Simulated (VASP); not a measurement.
# LaAgS2 (R-3m) in VASP: notebook, part 2 of 2

VASP 6.6.1. Earlier steps stand in the parts before.

## 4. Single point, PBE

This run uses another cell than the first one, of 23.39 Å³/atom, 1.105 times its volume.

The input, INCAR:

```
PREC     = Accurate       # precision mode
ENCUT    = 520            # plane-wave cutoff, eV
EDIFF    = 1E-6           # SCF threshold, eV
ISMEAR   = -1             # smearing method
SIGMA    = 0.02           # smearing width, eV
LREAL    = False          # projectors in reciprocal space
LASPH    = True           # aspherical terms in the spheres
NELM     = 80             # most SCF steps
ALGO     = Normal         # electronic algorithm
ISIF     = 2              # what is computed and relaxed
LWAVE    = False          # write WAVECAR
LCHARG   = False          # write CHGCAR
GGA      = PE             # functional
NBANDS   = 25             # bands
```

The input, KPOINTS:

```
Automatic mesh
0
Gamma
  6 6 6
```

The input, POSCAR:

```
LaAgS2
1.0
    2.1355079190      1.2329360719      5.9211700121
   -2.1355079190      1.2329360719      5.9211700121
    0.0000000000     -2.4658721438      5.9211700121
Ag La S
1 1 2
Direct
    1.0000000000      0.0000000000      0.0000000000
    0.5000000000      0.5000000000      0.5000000000
    0.2514066203      0.2514066203      0.2514066203
    0.7485933797      0.7485933797      0.7485933797
```

Started as:

```
$ cat potpaw_PBE.64/Ag/POTCAR potpaw_PBE.64/La/POTCAR potpaw_PBE.64/S/POTCAR > POTCAR
$ mpirun -np 1 vasp_std > vasp.out
```

It took 87 s on 1 thread of Intel Xeon 6975P-C (Granite Rapids), shared host; peak memory 0.38 GiB.

The run converged. Its results:

```
Free energy            : -21.1915 eV
Pressure               : -0.1 GPa
Largest force          : 0.006 eV/Å
Band gap on the k mesh : 2.37 eV, direct
```

Forces on the atoms (eV/Å):
```
Ag   0.000  0.000  0.000
La   0.000  0.000  0.000
S    0.000  0.000 -0.006
S    0.000  0.000  0.006
```

Levels at points of the mesh, in eV from the valence-band top:
```
           k point  band 14  band 15  band 16  band 17  band 18  band 19  band 20  band 21
(0.00, 0.00, 0.00)    -1.23    -0.99    -0.99    -0.49     2.41     2.99     3.22     3.22
(0.50, 0.00, 0.00)    -2.47    -2.11    -0.20    -0.08     2.72     2.97     3.16     3.22
(0.50, 0.50, 0.00)    -1.64    -1.06    -0.85    -0.40     2.43     3.01     3.12     3.21
(0.50, 0.50, 0.50)    -2.13    -2.05    -0.04    -0.04     2.85     2.95     2.95     3.08
```

Caveat: spin-orbit coupling is left out, which moves the levels of the heavy elements.

## 5. Single point, r2SCAN

This run uses another cell than the first one, of 23.30 Å³/atom, 1.101 times its volume.

The input, POSCAR:

```
LaAgS2
1.0
    2.1300357287      1.2297767013      5.9292429232
   -2.1300357287      1.2297767013      5.9292429232
    0.0000000000     -2.4595534027      5.9292429232
Ag La S
1 1 2
Direct
    1.0000000000      0.0000000000      0.0000000000
    0.5000000000      0.5000000000      0.5000000000
    0.2517964127      0.2517964127      0.2517964127
    0.7482035873      0.7482035873      0.7482035873
```

The input, INCAR.step1:

```
PREC = Accurate
ENCUT = 520
ISMEAR = -1
SIGMA = 0.02
LREAL = F
LASPH = T
NELM = 80
NBANDS = 25
GGA = PE
ALGO = Normal
EDIFF = 1E-4
LWAVE = T
LCHARG = F
```

The input, INCAR.step2:

```
PREC = Accurate
ENCUT = 520
EDIFF = 1E-6
ISMEAR = -1
SIGMA = 0.02
LREAL = F
LASPH = T
NELM = 80
ALGO = Normal
ISIF = 2
LWAVE = F
LCHARG = F
METAGGA = R2SCAN
LMIXTAU = T
NBANDS = 25
ISTART = 1
```

The input, KPOINTS:

```
regular mesh
0
Gamma
  6 6 6
```

Potentials or basis: VASP PAW PBE potentials, release 64 (Ag, La, S).

Started as:

```
$ cat potpaw_PBE.64/Ag/POTCAR potpaw_PBE.64/La/POTCAR potpaw_PBE.64/S/POTCAR > POTCAR
$ cp INCAR.step1 INCAR
$ mpirun -np 1 vasp_std > vasp.out
$ cp INCAR.step2 INCAR
$ mpirun -np 1 vasp_std > vasp.out
```

OUTCAR:

```text
PREC = Accurate
   ENCUT = 520
   EDIFF = 1E-6
   ISMEAR = -1
   LREAL = F
   LASPH = T
   NELM = 80
   ISIF = 2
   METAGGA = R2SCAN
   ISTART = 1

 ion  position               nearest neighbor table
   1  0.000  0.000  0.000-   4 2.86   3 2.86   4 2.86   4 2.86   3 2.86   3 2.86
   2  0.500  0.500  0.500-   3 2.89   4 2.89   3 2.89   3 2.89   4 2.89   4 2.89
   3  0.252  0.252  0.252-   1 2.86   1 2.86   1 2.86   2 2.89   2 2.89   2 2.89
   4  0.748  0.748  0.748-   1 2.86   1 2.86   1 2.86   2 2.89   2 2.89   2 2.89

  LATTYP: Found a trigonal (rhomboedric) cell.
 ALAT       =     6.4191373706
 COS(alpha) =     0.7797832076

  Lattice vectors:

 A1 = (   2.1300357287,   1.2297767013,   5.9292429232)
 A2 = (  -2.1300357287,   1.2297767013,   5.9292429232)
 A3 = (   0.0000000000,  -2.4595534027,   5.9292429232)

Analysis of symmetry for initial positions (statically):
=====================================================================
 Subroutine PRICEL returns:
 Original cell was already a primitive cell.

 Routine SETGRP: Setting up the symmetry group for a
 trigonal (rhombohedral) supercell.
[... 164 lines left out ...]
  ext. energy  EPLUGINS =         0.00000000
  ---------------------------------------------------
  free energy    TOTEN  =       -73.35347695 eV

  energy without entropy =      -73.35347695  energy(sigma->0) =      -73.35347695

 E-fermi :   5.9948     XC(G=0): -10.5547

 val. band max:        5.5197706499   @ k =   0.3333   0.3333   0.0000
 cond. band min:       8.2062289414   @ k =   0.5000   0.5000   0.0000
 fundamental gap:      2.6864582915
 Fermi energy:         5.9947554719

 k-point     1 :       0.0000    0.0000    0.0000
  band No.  band energies     occupation
      1     -27.1164      2.00000
      2     -10.8031      2.00000
      3     -10.2697      2.00000
      4     -10.2697      2.00000
      5      -6.8911      2.00000
      6      -5.5062      2.00000
[... 661 lines left out ...]
     24       9.5283      0.00000
     25       9.7277      0.00000

 [... further k-points ...]
[... 5 lines left out ...]
  --------------------------------------------------------------------------------------
  -------------------------------------------------------------------------------------
  Total       -0.1215438     -0.1215438     -0.0907809      0.0000000      0.0000000      0.0000000
  in kB       -2.0896799     -2.0896799     -1.5607783      0.0000000      0.0000000      0.0000000
  external PRESSURE =      -1.9133794 kB  Pullay stress =       0.0000000 kB

 VOLUME and BASIS-vectors are now :
 -----------------------------------------------------------------------------
  energy-cutoff  :      520.00
  volume of cell :       93.19
      direct lattice vectors                 reciprocal lattice vectors
     2.130035729  1.229776701  5.929242923     0.234737847  0.135525959  0.056218532
    -2.130035729  1.229776701  5.929242923    -0.234737847  0.135525959  0.056218532
     0.000000000 -2.459553403  5.929242923     0.000000000 -0.271051918  0.056218532

 POSITION                                       TOTAL-FORCE (eV/Angst)
 -----------------------------------------------------------------------------------
      0.00000      0.00000      0.00000        -0.000000     -0.000000     -0.000000
      0.00000     -0.00000      8.89386         0.000000      0.000000     -0.000000
      0.00000     -0.00000      4.47889        -0.000000      0.000000     -0.009003
      0.00000     -0.00000     13.30884        -0.000000     -0.000000      0.009003
 -----------------------------------------------------------------------------------
    total drift:                                0.000000      0.000000      0.000000

  FREE ENERGIE OF THE ION-ELECTRON SYSTEM (eV)
  ---------------------------------------------------
  free  energy   TOTEN  =       -73.3534769533 eV

  energy  without entropy=      -73.3534769533  energy(sigma->0) =      -73.35347695
```

OSZICAR.step1:

```text
N       E                     dE             d eps       ncg     rms          rms(c)
DAV:   1     0.293224606712E+03    0.29322E+03   -0.13839E+04  1624   0.176E+03
DAV:   2     0.293193495143E+02   -0.26391E+03   -0.23665E+03  1848   0.306E+02
DAV:   3    -0.185111280893E+02   -0.47830E+02   -0.44033E+02  2231   0.131E+02
DAV:   4    -0.222961541128E+02   -0.37850E+01   -0.37370E+01  2592   0.366E+01
DAV:   5    -0.224580516048E+02   -0.16190E+00   -0.16150E+00  2504   0.616E+00    0.827E+00
DAV:   6    -0.211721364275E+02    0.12859E+01   -0.64240E+00  2403   0.205E+01    0.656E+00
DAV:   7    -0.211721837853E+02   -0.47358E-04   -0.12151E+00  2032   0.710E+00    0.417E+00
DAV:   8    -0.211853408773E+02   -0.13157E-01   -0.12271E-01  2745   0.238E+00    0.136E+00
DAV:   9    -0.211902000982E+02   -0.48592E-02   -0.12835E-02  2712   0.885E-01    0.278E-01
DAV:  10    -0.211907323295E+02   -0.53223E-03   -0.18414E-03  2773   0.328E-01    0.170E-01
DAV:  11    -0.211908905586E+02   -0.15823E-03   -0.20605E-04  1887   0.123E-01    0.464E-02
DAV:  12    -0.211909353228E+02   -0.44764E-04   -0.74975E-05  1548   0.959E-02
   1 F= -.21190935E+02 E0= -.21190935E+02  d E =-.354936E-11
```

Wall time 5.7 min (1 thread of Intel Xeon 6975P-C (Granite Rapids), shared host); peak memory 0.42 GiB.

Results:

* Free energy: -73.3535 eV
* Pressure: -0.2 GPa
* Largest force: 0.009 eV/Å
* Band gap on the k mesh: 2.69 eV, indirect (least direct gap 2.70 eV)

Forces on the atoms (eV/Å):
```
Ag   0.000  0.000  0.000
La   0.000  0.000  0.000
S    0.000  0.000 -0.009
S    0.000  0.000  0.009
```

Levels at points of the mesh, in eV from the valence-band top:
| k point | band 15 | band 16 | band 17 | band 18 | band 19 | band 20 |
| --- | --- | --- | --- | --- | --- | --- |
| (0.00, 0.00, 0.00) | -1.05 | -1.05 | -0.53 | 3.02 | 3.44 | 3.55 |
| (0.50, 0.00, 0.00) | -2.10 | -0.19 | -0.07 | 3.02 | 3.44 | 3.65 |
| (0.50, 0.50, 0.00) | -1.13 | -0.86 | -0.40 | 2.69 | 3.47 | 3.61 |
| (0.50, 0.50, 0.50) | -2.04 | -0.03 | -0.03 | 3.20 | 3.29 | 3.29 |

Caveat: the PAW data sets were made with another functional, which shifts forces and pressure a little; spin-orbit coupling is left out, which moves the levels of the heavy elements. r2SCAN opens gaps a little over a GGA but as a rule still falls short of measured ones.

## 6. Summary

```tsv
level	potentials or basis	cell	gap on the mesh (eV)	pressure (GPa)	largest force (eV/Å)
LDA	VASP PAW LDA potentials, release 64 (Ag, La, S)	a = 6.056 Å, angles 40.6°, 4 atoms	2.07	0.0	0.01
PBEsol	VASP PAW PBE potentials, release 64 (Ag, La, S)	a = 6.160 Å, angles 40.1°, 4 atoms	2.16	0.0	-
PBE	VASP PAW PBE potentials, release 64 (Ag, La, S)	a = 6.414 Å, angles 38.9°, 4 atoms	2.37	-0.1	0.01
r2SCAN	VASP PAW PBE potentials, release 64 (Ag, La, S)	a = 6.419 Å, angles 38.8°, 4 atoms	2.69	-0.2	0.01
```

Alike in all rows: task single point; no spin polarisation; k mesh 6 × 6 × 6; cutoff (eV) 520; smearing fermi-dirac 0.02 eV.

Caveats: spin-orbit coupling is left out, which moves the levels of the heavy elements; the PAW data sets were made with another functional, which shifts forces and pressure a little (some runs).

Total energies depend on the potentials used, so only differences within one code and one set of settings carry meaning.
